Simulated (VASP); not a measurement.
# WC (P-6m2) in VASP: a series of runs

The runs below take WC through single point, with PBE, RPBE.

Program: VASP 6.6.1. These are calculated values, not measurements. Logs are shortened: lines on timing, memory, paths and dates and some standing lists are left out, and cuts for length are marked.

### Step 1. The cell of the first run

It takes space group P-6m2 (No. 187, hexagonal). Conventional cell: a = 2.901 Å, b = 2.901 Å, c = 2.828 Å, α = 90.00°, β = 90.00°, γ = 120.00°. W (site symmetry -6m2) has 6 C at 2.19 Å and 2 W at 2.83 Å within 2.9 Å. C (site symmetry -6m2) has 6 W at 2.19 Å and 2 C at 2.83 Å within 2.9 Å.

### Step 2. Single point, PBE

The input, INCAR:

```
PREC = Accurate
ENCUT = 600
EDIFF = 1E-6
ISMEAR = -1
SIGMA = 0.05
LREAL = False
LASPH = True
NELM = 120
ALGO = Normal
ISIF = 2
LWAVE = False
LCHARG = False
GGA = PE
NBANDS = 16
GGA_COMPAT = False
```

The input, KPOINTS:

```
Automatic mesh
0
Gamma
  10 10 8
```

The input, POSCAR:

```
WC
1.0
    2.9009900485      0.0000000000      0.0000000000
   -1.4504950242      2.5123310781      0.0000000000
    0.0000000000      0.0000000000      2.8280461283
W C
1 1
Direct
    0.0000000000      0.0000000000      0.0000000000
    0.6666666667      0.3333333333      0.5000000000
```

Potentials or basis: VASP PAW PBE potentials, release 64 (W_sv, C).

The run is started by

```console
$ cat potpaw_PBE.64/W_sv/POTCAR potpaw_PBE.64/C/POTCAR > POTCAR
$ mpirun -np 1 vasp_std > vasp.out
```

OUTCAR:

```text
PREC = Accurate
   ENCUT = 600
   EDIFF = 1E-6
   ISMEAR = -1
   LREAL = False
   LASPH = True
   NELM = 120
   ISIF = 2
   GGA = PE

 ion  position               nearest neighbor table
   1  0.000  0.000  0.000-   2 2.19   2 2.19   2 2.19   2 2.19   2 2.19   2 2.19
   2  0.667  0.333  0.500-   1 2.19   1 2.19   1 2.19   1 2.19   1 2.19   1 2.19

  LATTYP: Found a hexagonal cell.
 ALAT       =     2.9009900485
 C/A-ratio  =     0.9748555083

  Lattice vectors:

 A1 = (   2.9009900485,   0.0000000000,   0.0000000000)
 A2 = (  -1.4504950242,   2.5123310781,   0.0000000000)
 A3 = (   0.0000000000,   0.0000000000,   2.8280461283)

Analysis of symmetry for initial positions (statically):
=====================================================================
 Subroutine PRICEL returns:
 Original cell was already a primitive cell.

 Routine SETGRP: Setting up the symmetry group for a
 hexagonal supercell.

 Subroutine GETGRP returns: Found 12 space group operations
 (whereof 12 operations were pure point group operations)
 out of a pool of 24 trial point group operations.

The static configuration has the point symmetry D_3h.

Analysis of symmetry for dynamics (positions and initial velocities):
=====================================================================
 Subroutine PRICEL returns:
 Original cell was already a primitive cell.

 Routine SETGRP: Setting up the symmetry group for a
 hexagonal supercell.

 Subroutine GETGRP returns: Found 12 space group operations
 (whereof 12 operations were pure point group operations)
 out of a pool of 24 trial point group operations.

The dynamic configuration has the point symmetry D_3h.

 Subroutine INISYM returns: Found 12 space group operations
 (whereof 12 operations are pure point group operations),
 and found     1 'primitive' translations

----------------------------------------------------------------------------------------

                                     Primitive cell

  volume of cell :      20.6115

  direct lattice vectors                    reciprocal lattice vectors
     2.900990049  0.000000000  0.000000000     0.344709904  0.199018356  0.000000000
    -1.450495024  2.512331078  0.000000000     0.000000000  0.398036711  0.000000000
     0.000000000  0.000000000  2.828046128     0.000000000  0.000000000  0.353601022

  length of vectors
     2.900990049  2.900990048  2.828046128     0.398036711  0.398036711  0.353601022

  position of ions in fractional coordinates (direct lattice)
     0.000000000  0.000000000  0.000000000
     0.666666667  0.333333333  0.500000000

  ion indices of the primitive-cell ions
   primitive index   ion index
                 1           1
                 2           2

----------------------------------------------------------------------------------------

 KPOINTS: Automatic mesh

Automatic generation of k-mesh.
 Grid dimensions read from file:
 generate k-points for:   10   10    8

 Generating k-lattice:

  Cartesian coordinates                     Fractional coordinates (reciprocal lattice)
     0.034470990  0.019901836  0.000000000     0.100000000  0.000000000  0.000000000
     0.000000000  0.039803671  0.000000000     0.000000000  0.100000000  0.000000000
     0.000000000  0.000000000  0.044200128     0.000000000  0.000000000  0.125000000

  Length of vectors
     0.039803671  0.039803671  0.044200128

  Shift w.r.t. Gamma in fractional coordinates (k-lattice)
     0.000000000  0.000000000  0.000000000

 Subroutine IBZKPT returns following result:
 ===========================================

 Found     70 irreducible k-points:

 Following reciprocal coordinates:
            Coordinates               Weight
  0.000000  0.000000  0.000000      1.000000
  0.100000  0.000000  0.000000      6.000000
  0.200000  0.000000  0.000000      6.000000
  0.300000  0.000000  0.000000      6.000000
  0.400000  0.000000  0.000000      6.000000
  0.500000  0.000000  0.000000      3.000000
[... 16 lines left out ...]
  0.300000  0.100000  0.125000     24.000000
  0.400000  0.100000  0.125000     24.000000
 [... further k-points ...]
   k-points           NKPTS =     70   k-points in BZ     NKDIM =     70   number of bands    NBANDS=     16
   number of dos      NEDOS =    301   number of ions     NIONS =      2
   total plane-waves  NPLWV =  13824
   dimension x,y,z NGX =    24 NGY =   24 NGZ =   24
   dimension x,y,z NGXF=    48 NGYF=   48 NGZF=   48
   ions per type =               1   1
   NGX,Y,Z   is equivalent  to a cutoff of  13.75, 13.75, 14.11 a.u.
   NGXF,Y,Z  is equivalent  to a cutoff of  27.51, 27.51, 28.22 a.u.
 SYSTEM =  unknown system
   PREC   = accura    normal or accurate (medium, high low for compatibility)
   ISTART =      0    job   : 0-new  1-cont  2-samecut
   ICHARG =      2    charge: 1-file 2-atom 10-const
   ISPIN  =      1    spin polarized calculation?
   LNONCOLLINEAR =      F non collinear calculations
   LSORBIT =      F    spin-orbit coupling
   LASPH  =      T    aspherical Exc in radial PAW
   ENCUT  =  600.0 eV  44.10 Ry    6.64 a.u.   5.79  5.79  5.65*2*pi/ulx,y,z
   NELM   =    120;   NELMIN=  2; NELMDL= -5     # of ELM steps
   EDIFF  = 0.1E-05   stopping-criterion for ELM
   LREAL  =      F    real-space projection
   EDIFFG = 0.1E-04   stopping-criterion for IOM
   NSW    =      0    number of steps for IOM
   IBRION =     -1    ionic relax: 0-MD 1-quasi-New 2-CG
   NFREE  =      0    steps in history (QN), initial steepest desc. (CG)
   ISIF   =      2    stress and relaxation
   ISYM   =      2    0-nonsym 1-usesym 2-fastsym
   POTIM  = 0.5000    time-step for ionic-motion
   TEBEG  =    0.0;   TEEND  =   0.0 temperature during run
   PSTRESS=    0.0 pullay stress
   NELECT =      18.0000    total number of electrons
   NUPDOWN=      -1.0000    fix difference up-down
   EMIN   =  10.00;   EMAX   =-10.00  energy-range for DOS
   EFERMI =   0.00;   METHOD = LEGACY
   ISMEAR =    -1;   SIGMA  =   0.05  broadening in eV -4-tet -1-fermi 0-gaus
   EFERMI_NEDOS =   21; number of points for ismear=-14 and -15
   IALGO  =     38    algorithm
   IMIX   =      4    mixing-type and parameters
     AMIX     =   0.40;   BMIX     =  1.00
     AMIX_MAG =   1.60;   BMIX_MAG =  1.00
  volume/ion in A,a.u.               =      10.31        69.55
  Fermi-wavevector in a.u.,A,eV,Ry     =   1.564813  2.957068 33.315769  2.448640
  Thomas-Fermi vector in A             =   2.667381
   LORBIT       =      0    0 simple, 1 ext, 2 COOP (PROOUT), +10 PAW based schemes
   GGA     = PE    functional components
   LHFCALC =     F    Hartree Fock is set to
   AEXX    =    0.0000 exact exchange contribution
   IVDW    =     0    specifies the selected vdW correction
   LEPSILON=     F    determine dielectric tensor
   LRPA    =     F    only Hartree local field effects (RPA)
 non-spin polarized calculation
  energy-cutoff  :      600.00
  volume of cell :       20.61
 maximum number of plane-waves:       701
 NGX is ok and might be reduce to    24
   NGX = 11   NGY = 11   NGZ = 11

 number of electron      18.0000001 magnetization

 Free energy of the ion-electron system (eV)
  ---------------------------------------------------
  ext. energy  EPLUGINS =         0.00000000
  ---------------------------------------------------
  free energy    TOTEN  =       -22.44091718 eV

  energy without entropy =      -22.43936264  energy(sigma->0) =      -22.44013991

 E-fermi :  11.1809     XC(G=0): -13.8377

 val. band max:       11.0314399542   @ k =   0.1000   0.0000   0.3750
 cond. band min:      11.1921811461   @ k =   0.5000   0.0000   0.3750
 fundamental gap:      0.1607411919
 Fermi energy:        11.1808532291

 k-point     1 :       0.0000    0.0000    0.0000
  band No.  band energies     occupation
      1     -62.8084      2.00000
      2     -26.7914      2.00000
      3     -26.6843      2.00000
      4     -26.6843      2.00000
      5      -3.3307      2.00000
      6       6.8265      2.00000
[... 8 lines left out ...]
     15      25.5962      0.00000
     16      27.9656      0.00000

 k-point     2 :       0.1000    0.0000    0.0000
  band No.  band energies     occupation
      1     -62.8027      2.00000
      2     -26.7806      2.00000
      3     -26.7680      2.00000
      4     -26.7032      2.00000
      5      -3.0682      2.00000
      6       6.8556      2.00000
[... 8 lines left out ...]
     15      25.1401      0.00000
     16      28.5151      0.00000

 k-point     3 :       0.2000    0.0000    0.0000
  band No.  band energies     occupation
      1     -62.7877      2.00000
      2     -26.9823      2.00000
      3     -26.7524      2.00000
      4     -26.7523      2.00000
      5      -2.3467      2.00000
      6       6.1246      2.00000
[... 8 lines left out ...]
     15      24.9467      0.00000
     16      29.6887      0.00000

 k-point     4 :       0.3000    0.0000    0.0000
  band No.  band energies     occupation
      1     -62.7692      2.00000
      2     -27.2383      2.00000
      3     -26.8126      2.00000
      4     -26.7172      2.00000
      5      -1.3528      2.00000
      6       5.1382      2.00000
[... 8 lines left out ...]
     15      25.8757      0.00000
     16      28.5843      0.00000
[... 324 lines left out ...]
 k-point    22 :       0.2000    0.1000    0.1250
  band No.  band energies     occupation
      1     -62.7695      2.00000
      2     -27.1175      2.00000
      3     -26.8407      2.00000
      4     -26.8017      2.00000
      5      -1.4372      2.00000
      6       5.7136      2.00000
[... 8 lines left out ...]
     15      24.7544      0.00000
     16      28.9972      0.00000

 k-point    23 :       0.3000    0.1000    0.1250
  band No.  band energies     occupation
      1     -62.7528      2.00000
      2     -27.3282      2.00000
      3     -26.8706      2.00000
      4     -26.8063      2.00000
      5      -0.5273      2.00000
      6       4.8193      2.00000
[... 8 lines left out ...]
     15      25.3858      0.00000
     16      27.8922      0.00000

 k-point    24 :       0.4000    0.1000    0.1250
  band No.  band energies     occupation
      1     -62.7424      2.00000
      2     -27.4555      2.00000
      3     -26.9128      2.00000
      4     -26.7849      2.00000
      5       0.1387      2.00000
      6       4.2368      2.00000
[... 8 lines left out ...]
     15      24.6251      0.00000
     16      28.6583      0.00000

 [... further k-points ...]
[... 5 lines left out ...]
  --------------------------------------------------------------------------------------
  -------------------------------------------------------------------------------------
  Total        1.2094076      1.2094076      1.2634415      0.0000000     -0.0000000     -0.0000000
  in kB       94.0099209     94.0099209     98.2100933      0.0000000     -0.0000000     -0.0000000
  external PRESSURE =      95.4099784 kB  Pullay stress =       0.0000000 kB

 VOLUME and BASIS-vectors are now :
 -----------------------------------------------------------------------------
  energy-cutoff  :      600.00
  volume of cell :       20.61
      direct lattice vectors                 reciprocal lattice vectors
     2.900990049  0.000000000  0.000000000     0.344709904  0.199018356  0.000000000
    -1.450495024  2.512331078  0.000000000     0.000000000  0.398036711  0.000000000
     0.000000000  0.000000000  2.828046128     0.000000000  0.000000000  0.353601022

 POSITION                                       TOTAL-FORCE (eV/Angst)
 -----------------------------------------------------------------------------------
      0.00000      0.00000      0.00000        -0.000000      0.000000      0.000000
      1.45050      0.83744      1.41402         0.000000      0.000000      0.000000
 -----------------------------------------------------------------------------------
    total drift:                                0.000000     -0.000000      0.000000

  FREE ENERGIE OF THE ION-ELECTRON SYSTEM (eV)
  ---------------------------------------------------
  free  energy   TOTEN  =       -22.4409171751 eV

  energy  without entropy=      -22.4393626426  energy(sigma->0) =      -22.44013991
```

Run time: 8.9 s. Hardware: 1 thread of Intel Xeon Platinum 8559C (Emerald Rapids), shared host; peak memory 0.15 GiB.

What came out:

```yaml
Free_energy: -22.4409 eV
Pressure: 9.5 GPa
Band_gap_on_the_k_mesh: zero (band 9 reaches 11.81 eV, above the bottom of band 10 at 10.59 eV)
```

Caveat: spin-orbit coupling is left out, which moves the levels of the heavy elements.

### Step 3. Single point, RPBE (volume scaled by 0.98)

The input, INCAR:

```
SYSTEM = WC
ALGO     = Normal         ! electronic algorithm
EDIFF    = 1E-6           ! SCF threshold, eV
ENCUT    = 600            ! plane-wave cutoff, eV
GGA      = RP             ! functional
GGA_COMPAT= .FALSE.      
ISIF     = 2              ! what is computed and relaxed
ISMEAR   = 0              ! smearing method
LASPH    = .TRUE.         ! aspherical terms in the spheres
LCHARG   = .TRUE.         ! write CHGCAR
LELF     = .TRUE.         ! ELF
LREAL    = .FALSE.        ! projectors in reciprocal space
LVHAR    = .TRUE.       
LWAVE    = .FALSE.        ! write WAVECAR
NBANDS   = 16             ! bands
NELM     = 120            ! most SCF steps
PREC     = Accurate       ! precision mode
SIGMA    = 0.05           ! smearing width, eV
```

The input, KPOINTS:

```
k-points
0
G
  10 10 8
  0 0 0
```

The input, POSCAR:

```
WC
1.0
    2.9128772994      0.0000000000      0.0000000000
   -1.4564386497      2.5226257394      0.0000000000
    0.0000000000      0.0000000000      2.8393261683
W C
1 1
Direct
    0.0000000000      0.0000000000      0.0000000000
    0.6666666667      0.3333333333      0.5000000000
```

Potentials or basis: VASP PAW PBE potentials, release 64 (W_sv, C).

The run is started by

```console
$ cat potpaw_PBE.64/W_sv/POTCAR potpaw_PBE.64/C/POTCAR > POTCAR
$ mpirun -np 1 vasp_std > vasp.out
```

Run time: 9.9 s. Hardware: 1 thread of Intel Xeon Platinum 8559C (Emerald Rapids), shared host; peak memory 0.15 GiB.

It converged, with:

| Quantity | Value |
| --- | --- |
| Free energy | -21.4003 eV |
| Pressure | 8.8 GPa |
| Band gap on the k mesh | zero (band 9 reaches 11.73 eV, above the bottom of band 10 at 10.53 eV) |

Stress tensor (GPa, compression positive):
```
8.68 0.00 0.00
0.00 8.68 0.00
0.00 0.00 8.96
```

Levels at points of the mesh, in eV from the Fermi level:
| k point | band 6 | band 7 | band 8 | band 9 | band 10 | band 11 | band 12 | band 13 |
| --- | --- | --- | --- | --- | --- | --- | --- | --- |
| (0.00, 0.00, 0.00) | -4.28 | -3.31 | -3.31 | 0.10 | 3.22 | 3.22 | 5.62 | 5.62 |
| (0.50, 0.00, 0.00) | -7.03 | -3.58 | -3.54 | -0.48 | 2.34 | 4.51 | 4.85 | 6.85 |
| (0.00, 0.00, 0.50) | -8.62 | -2.01 | -2.01 | -0.56 | -0.56 | 3.68 | 4.51 | 4.51 |
| (0.50, 0.00, 0.50) | -6.43 | -4.30 | -4.20 | 0.27 | 4.40 | 5.28 | 6.58 | 9.15 |

Caveat: the PAW data sets were made with another functional, which shifts forces and pressure a little; spin-orbit coupling is left out, which moves the levels of the heavy elements.
